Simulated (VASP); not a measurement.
# NiO (Fm-3m) in VASP: single point with PBE+U

Aim: the single point of NiO with PBE+U.

All numbers are computed with VASP 6.6.1; they aren't measurements. Logs are shortened: lines on timing, memory, paths and dates and some standing lists are left out, and cuts for length are marked.

**1. The cell of the first run**

It takes space group Fm-3m (No. 225, cubic). Conventional cell: a = 4.267 Å, b = 4.267 Å, c = 4.267 Å, α = 90.00°, β = 90.00°, γ = 90.00°. Within 2.8 Å of Ni (site symmetry m-3m) lie 6 O at 2.13 Å. O (site symmetry m-3m) has 6 Ni at 2.13 Å within 2.8 Å.

**2. Single point, PBE+U, collinear spin, ferromagnetic start**

The input, INCAR:

```
SYSTEM = NiO
PREC = Accurate ; ENCUT = 1340
EDIFF = 1E-6 ; ISMEAR = 0
SIGMA = 0.02 ; LREAL = .FALSE.
LASPH = .TRUE. ; NELM = 200
ALGO = Normal ; ISIF = 2
LWAVE = .FALSE. ; LCHARG = .FALSE.
ISPIN = 2 ; MAGMOM = 1.91 0.21
LORBIT = 11 ; LMAXMIX = 4
LDAU = .TRUE. ; LDAUTYPE = 2
LDAUL = 2 -1 ; LDAUU = 6.2 0
LDAUJ = 0 0 ; LDAUPRINT = 1
GGA = PE ; NBANDS = 23
GGA_COMPAT = .FALSE.
```

The input, KPOINTS:

```
regular mesh
0
G
  12 12 12
  0 0 0
```

The input, POSCAR:

```
NiO
1.0
    0.0000000000      2.1337376393      2.1337376393
    2.1337376393      0.0000000000      2.1337376393
    2.1337376393      2.1337376393      0.0000000000
Ni O
1 1
Direct
    0.0000000000      0.0000000000      0.0000000000
    0.5000000000      0.5000000000      0.5000000000
```

Potentials or basis: VASP PAW PBE potentials, release 64 (Ni_sv_GW, O_h).

The run is started by

```bash
$ cat potpaw_PBE.64/Ni_sv_GW/POTCAR potpaw_PBE.64/O_h/POTCAR > POTCAR
$ mpirun -np 1 vasp_std > vasp.out
```

OUTCAR:

```text
SYSTEM = NiO
   PREC = Accurate
   ENCUT = 1340
   EDIFF = 1E-6
   ISMEAR = 0
   LREAL = .FALSE.
   LASPH = .TRUE.
   NELM = 200
   ISIF = 2
   ISPIN = 2
   LORBIT = 11
   GGA = PE

 ion  position               nearest neighbor table
   1  0.000  0.000  0.000-
   2  0.500  0.500  0.500-

  LATTYP: Found a face centered cubic cell.
 ALAT       =     4.2674752786

  Lattice vectors:

 A1 = (   0.0000000000,   2.1337376393,   2.1337376393)
 A2 = (   2.1337376393,   0.0000000000,   2.1337376393)
 A3 = (   2.1337376393,   2.1337376393,   0.0000000000)

Analysis of symmetry for initial positions (statically):
=====================================================================
 Subroutine PRICEL returns:
 Original cell was already a primitive cell.

 Routine SETGRP: Setting up the symmetry group for a
 face centered cubic supercell.

 Subroutine GETGRP returns: Found 48 space group operations
 (whereof 48 operations were pure point group operations)
 out of a pool of 48 trial point group operations.

The static configuration has the point symmetry O_h .

Analysis of symmetry for dynamics (positions and initial velocities):
=====================================================================
 Subroutine PRICEL returns:
 Original cell was already a primitive cell.

 Routine SETGRP: Setting up the symmetry group for a
 face centered cubic supercell.

 Subroutine GETGRP returns: Found 48 space group operations
 (whereof 48 operations were pure point group operations)
 out of a pool of 48 trial point group operations.

The dynamic configuration has the point symmetry O_h .

Analysis of structural, dynamic, and magnetic symmetry:
=====================================================================
 Subroutine PRICEL returns:
 Original cell was already a primitive cell.

 Routine SETGRP: Setting up the symmetry group for a
 face centered cubic supercell.

 Subroutine GETGRP returns: Found 48 space group operations
 (whereof 48 operations were pure point group operations)
 out of a pool of 48 trial point group operations.

The overall configuration has the point symmetry O_h .

 Subroutine INISYM returns: Found 48 space group operations
 (whereof 48 operations are pure point group operations),
 and found     1 'primitive' translations

----------------------------------------------------------------------------------------

                                     Primitive cell

  volume of cell :      19.4291

  direct lattice vectors                    reciprocal lattice vectors
     0.000000000  2.133737639  2.133737639    -0.234330590  0.234330590  0.234330590
     2.133737639  0.000000000  2.133737639     0.234330590 -0.234330590  0.234330590
     2.133737639  2.133737639  0.000000000     0.234330590  0.234330590 -0.234330590

  length of vectors
     3.017560708  3.017560708  3.017560708     0.405872488  0.405872488  0.405872488

  position of ions in fractional coordinates (direct lattice)
     0.000000000  0.000000000  0.000000000
     0.500000000  0.500000000  0.500000000

  ion indices of the primitive-cell ions
   primitive index   ion index
                 1           1
                 2           2

[... 68 lines left out ...]
   LASPH  =      T    aspherical Exc in radial PAW
   ENCUT  = 1340.0 eV  98.49 Ry    9.92 a.u.   9.01  9.01  9.01*2*pi/ulx,y,z
   NELM   =    200;   NELMIN=  2; NELMDL= -5     # of ELM steps
   EDIFF  = 0.1E-05   stopping-criterion for ELM
   LREAL  =      F    real-space projection
   EDIFFG = 0.1E-04   stopping-criterion for IOM
   NSW    =      0    number of steps for IOM
   IBRION =     -1    ionic relax: 0-MD 1-quasi-New 2-CG
   NFREE  =      0    steps in history (QN), initial steepest desc. (CG)
   ISIF   =      2    stress and relaxation
   ISYM   =      2    0-nonsym 1-usesym 2-fastsym
   POTIM  = 0.5000    time-step for ionic-motion
   TEBEG  =    0.0;   TEEND  =   0.0 temperature during run
   PSTRESS=    0.0 pullay stress
   NELECT =      24.0000    total number of electrons
   NUPDOWN=      -1.0000    fix difference up-down
   EMIN   =  10.00;   EMAX   =-10.00  energy-range for DOS
   EFERMI =   0.00;   METHOD = LEGACY
   ISMEAR =     0;   SIGMA  =   0.02  broadening in eV -4-tet -1-fermi 0-gaus
   EFERMI_NEDOS =   21; number of points for ismear=-14 and -15
   IALGO  =     38    algorithm
   IMIX   =      4    mixing-type and parameters
     AMIX     =   0.40;   BMIX     =  1.00
     AMIX_MAG =   1.60;   BMIX_MAG =  1.00
  volume/ion in A,a.u.               =       9.71        65.56
  Fermi-wavevector in a.u.,A,eV,Ry     =   1.756552  3.319401 41.980413  3.085473
  Thomas-Fermi vector in A             =   2.826079
   LORBIT       =     11    0 simple, 1 ext, 2 COOP (PROOUT), +10 PAW based schemes
 LDA+U is selected, type is set to LDAUTYPE =  2
   angular momentum for each species LDAUL =     2   -1
   U (eV)           for each species LDAUU =   6.2  0.0
   J (eV)           for each species LDAUJ =   0.0  0.0
   GGA     = PE    functional components
   LHFCALC =     F    Hartree Fock is set to
   AEXX    =    0.0000 exact exchange contribution
   IVDW    =     0    specifies the selected vdW correction
   LEPSILON=     F    determine dielectric tensor
   LRPA    =     F    only Hartree local field effects (RPA)
 spin polarized calculation
 Gauss-broadening in eV      SIGMA  =   0.02
  energy-cutoff  :     1340.00
  volume of cell :       19.43
 maximum number of plane-waves:      2200
   NGX = 17   NGY = 17   NGZ = 17

atom =   1  type =  1  l = 2

 onsite density matrix

spin component  1

  0.9389 -0.0000 -0.0000 -0.0000 -0.0000
 -0.0000  0.9389  0.0000 -0.0000  0.0000
 -0.0000  0.0000  0.9670  0.0000  0.0000
 -0.0000 -0.0000  0.0000  0.9389 -0.0000
 -0.0000  0.0000  0.0000 -0.0000  0.9670

spin component  2

  0.9319 -0.0000  0.0000 -0.0000  0.0000
 -0.0000  0.9319  0.0000 -0.0000  0.0000
  0.0000  0.0000  0.0886 -0.0000  0.0000
 -0.0000 -0.0000 -0.0000  0.9319 -0.0000
  0.0000  0.0000  0.0000 -0.0000  0.0886

 occupancies and eigenvectors

  o =  0.0886  v =  0.0000  0.0000  0.0000  0.0000  0.0000  0.0000  0.0000  0.0686 -0.0000 -0.9976      0.0000  0.0000  0.0000  0.0000  0.0000  0.0000  0.0000  0.0000  0.0000  0.0000
  o =  0.0886  v =  0.0000  0.0000  0.0000  0.0000  0.0000  0.0000 -0.0000  0.9976 -0.0000  0.0686      0.0000  0.0000  0.0000  0.0000  0.0000  0.0000  0.0000  0.0000  0.0000  0.0000
  o =  0.9319  v =  0.0000  0.0000  0.0000  0.0000  0.0000  0.0000 -0.7213  0.0000 -0.6926  0.0000      0.0000  0.0000  0.0000  0.0000  0.0000  0.0000  0.0000  0.0000  0.0000  0.0000
  o =  0.9319  v =  0.0000  0.0000  0.0000  0.0000  0.0000  0.0000 -0.6926 -0.0000  0.7213 -0.0000      0.0000  0.0000  0.0000  0.0000  0.0000  0.0000  0.0000  0.0000  0.0000  0.0000
  o =  0.9319  v =  0.0000  0.0000  0.0000  0.0000  0.0000  1.0000  0.0000  0.0000  0.0000  0.0000      0.0000  0.0000  0.0000  0.0000  0.0000  0.0000  0.0000  0.0000  0.0000  0.0000
  o =  0.9389  v =  0.0000 -0.9222 -0.0000 -0.3866  0.0000  0.0000  0.0000  0.0000  0.0000  0.0000      0.0000  0.0000  0.0000  0.0000  0.0000  0.0000  0.0000  0.0000  0.0000  0.0000
  o =  0.9389  v =  0.0000  0.3866  0.0000 -0.9222 -0.0000  0.0000  0.0000  0.0000  0.0000  0.0000      0.0000  0.0000  0.0000  0.0000  0.0000  0.0000  0.0000  0.0000  0.0000  0.0000
  o =  0.9389  v =  1.0000  0.0000  0.0000  0.0000  0.0000  0.0000  0.0000  0.0000  0.0000  0.0000      0.0000  0.0000  0.0000  0.0000  0.0000  0.0000  0.0000  0.0000  0.0000  0.0000
  o =  0.9670  v =  0.0000  0.0000  0.0147 -0.0000  0.9999  0.0000  0.0000  0.0000  0.0000  0.0000      0.0000  0.0000  0.0000  0.0000  0.0000  0.0000  0.0000  0.0000  0.0000  0.0000
  o =  0.9670  v =  0.0000 -0.0000  0.9999  0.0000 -0.0147  0.0000  0.0000  0.0000  0.0000  0.0000      0.0000  0.0000  0.0000  0.0000  0.0000  0.0000  0.0000  0.0000  0.0000  0.0000

 number of electron      24.0000005 magnetization       2.0000068

 Free energy of the ion-electron system (eV)
  ---------------------------------------------------
  ext. energy  EPLUGINS =         0.00000000
  ---------------------------------------------------
  free energy    TOTEN  =       -10.26167010 eV

  energy without entropy =      -10.26167010  energy(sigma->0) =      -10.26167010

 E-fermi :   6.1610     XC(G=0): -12.6220

 val. band max:        5.8219608961   @ k =   0.5000   0.0000   0.0000
 cond. band min:       7.8248727340   @ k =   0.0000   0.0000   0.0000
 fundamental gap:      2.0029118380
 Fermi energy:         6.1610071092

 spin component 1

 k-point     1 :       0.0000    0.0000    0.0000
  band No.  band energies     occupation
      1     -98.1954      1.00000
      2     -58.5696      1.00000
      3     -58.5696      1.00000
      4     -58.5696      1.00000
      5     -12.7841      1.00000
      6       0.2821      1.00000
[... 1241 lines left out ...]
     22      36.2990      0.00000
     23      36.6688      0.00000

 [... further k-points ...]

------------------------ aborting loop because EDIFF is reached ----------------------------------------

  FORCE on cell =-STRESS in cart. coord.  units (eV):
  Direction    XX          YY          ZZ          XY          YZ          ZX
  --------------------------------------------------------------------------------------
  -------------------------------------------------------------------------------------
  Total       -0.2094290     -0.2094290     -0.2094290      0.0000000      0.0000000      0.0000000
  in kB      -17.2700781    -17.2700781    -17.2700781      0.0000000      0.0000000      0.0000000
  external PRESSURE =     -17.2700781 kB  Pullay stress =       0.0000000 kB

 VOLUME and BASIS-vectors are now :
 -----------------------------------------------------------------------------
  energy-cutoff  :     1340.00
  volume of cell :       19.43
      direct lattice vectors                 reciprocal lattice vectors
     0.000000000  2.133737639  2.133737639    -0.234330590  0.234330590  0.234330590
     2.133737639  0.000000000  2.133737639     0.234330590 -0.234330590  0.234330590
     2.133737639  2.133737639  0.000000000     0.234330590  0.234330590 -0.234330590

 POSITION                                       TOTAL-FORCE (eV/Angst)
 -----------------------------------------------------------------------------------
      0.00000      0.00000      0.00000        -0.000000      0.000000      0.000000
      2.13374      2.13374      2.13374         0.000000      0.000000     -0.000000
 -----------------------------------------------------------------------------------
    total drift:                               -0.000000      0.000000      0.000000

  FREE ENERGIE OF THE ION-ELECTRON SYSTEM (eV)
  ---------------------------------------------------
  free  energy   TOTEN  =       -10.2616701030 eV

  energy  without entropy=      -10.2616701030  energy(sigma->0) =      -10.26167010

 total charge

# of ion       s       p       d       f       tot
--------------------------------------------------
    1        2.154   6.201   7.698   0.008  16.061
    2        1.032   2.319   0.000   0.000   3.351
--------------------------------------------------
tot          3.186   8.520   7.698   0.008  19.412

 magnetization (x)

# of ion       s       p       d       f       tot
--------------------------------------------------
    1        0.010   0.012   1.775   0.001   1.797
    2        0.019   0.111   0.000   0.000   0.130
--------------------------------------------------
tot          0.029   0.122   1.775   0.001   1.927
```

Run time: 15 min. Hardware: 1 thread of AMD EPYC 7R43 (Zen 3), shared host; peak memory 0.36 GiB.

What came out:

```
Free energy                                           : -10.2617 eV
Pressure                                              : -1.7 GPa
Band gap on the k mesh                                : 2.00 eV (least direct gap 3.17 eV)
Net moment                                            : 2.00 μB per cell
Site moments                                          : Ni +1.80; O +0.13 μB
Valence electrons inside the program's atomic spheres : Ni 16.06; O 3.35
```

Eigenvalues of the final occupation matrices:
```csv
site,spin,trace,eigenvalues
site 1 d,1,4.75,0.94 0.94 0.94 0.97 0.97
site 1 d,2,2.97,0.09 0.09 0.93 0.93 0.93
```

Caveat: a cell with one magnetic atom can't hold antiferromagnetic order, which such compounds often take. A k mesh can miss the band edges.
